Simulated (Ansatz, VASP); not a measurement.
AlN: VASP beside Ansatz

INCAR

```
SYSTEM = AlN
PREC     = Accurate       ! precision mode
ENCUT    = 520            ! plane-wave cutoff, eV
EDIFF    = 1E-6           ! SCF threshold, eV
ISMEAR   = 0              ! smearing method
SIGMA    = 0.01           ! smearing width, eV
LREAL    = .False.        ! projectors in reciprocal space
LASPH    = .True.         ! aspherical terms in the spheres
NELM     = 100            ! most SCF steps
ALGO     = Normal         ! electronic algorithm
ISIF     = 2              ! what is computed and relaxed
LWAVE    = .False.        ! write WAVECAR
LCHARG   = .True.         ! write CHGCAR
GGA      = CA             ! functional
LELF     = .True.         ! ELF
LVHAR    = .True.       
NBANDS   = 16             ! bands
```

KPOINTS

```
Automatic mesh
0
Gamma
  8 8 6
  0 0 0
```

Contents of POSCAR:

```
AlN
1.0
    3.0887730631      0.0000000000      0.0000000000
   -1.5443865316      2.6749559392      0.0000000000
    0.0000000000      0.0000000000      4.9432521891
Al N
2 2
Direct
    0.3333333333      0.6666666667     -0.0009923830
    0.6666666667      0.3333333333      0.4990076170
    0.3333333333      0.6666666667      0.3809923830
    0.6666666667      0.3333333333      0.8809923830
```

Input for Ansatz:

```yaml
crystal:
  lattice:
    - [3.08877306311, 0.0, 0.0]
    - [-1.54438653155, 2.67495593918, 0.0]
    - [0.0, 0.0, 4.94325218913]
  atoms:
    - { symbol: Al, position: [0.333333333333, 0.666666666667, -0.000992383011] }
    - { symbol: Al, position: [0.666666666667, 0.333333333333, 0.499007616989] }
    - { symbol: "N", position: [0.333333333333, 0.666666666667, 0.380992383011] }
    - { symbol: "N", position: [0.666666666667, 0.333333333333, 0.880992383011] }
kpoints:
  mp_grid: { grid: [8, 8, 6] }
scf:
  occupations: { method: fixed }
  convergence: { dr2_threshold: 1.0e-10 }
hamiltonian:
  xc: lda
  pseudopotentials: { kind: all_electron, lapw: { basis_error: 0.0005 } }
output:
  forces: true
  stress: true
  eigenstates:
    kpoints:
      - [0.0, 0.0, 0.0]
      - [-0.666666667, 0.333333333, 0.0]
      - [0.5, -0.5, -0.334263841]
      - [0.0, 0.5, -0.334263841]
      - [0.5, 0.0, -0.334263841]
      - [0.0, 0.0, -0.5]
      - [-0.5, 0.0, 0.0]
      - [-0.5, 0.5, 0.0]
      - [0.0, -0.5, 0.0]
      - [-0.5, 0.0, -0.5]
      - [-0.5, 0.5, -0.5]
      - [0.0, -0.5, -0.5]
  eigenvalues: true
```

Change from the starting cell: unstrained.

Alike in both runs: task single point; functional LDA; k mesh 8 × 8 × 6; no spin polarisation.

```csv
,VASP,Ansatz
version,VASP 6.6.1,Ansatz 0.2.0
potentials or method,"VASP PAW LDA potentials, release 64 (Al, N), cutoff 520 eV","all-electron LAPW, scalar-relativistic"
occupations,"gaussian, width 0.01 eV",fixed
```

|  | VASP | Ansatz | Ansatz less VASP |
| --- | --- | --- | --- |
| gap on the k mesh at the Fermi level (eV) | 4.42 | 4.42 | -0.006 |
| pressure (GPa) | 0.6 | 0.0 | -0.60 |

LDA's correlation is that of Perdew and Zunger in VASP and of Perdew and Wang (1992) in Ansatz. Ansatz ran all-electron here, and VASP with PAW potentials.
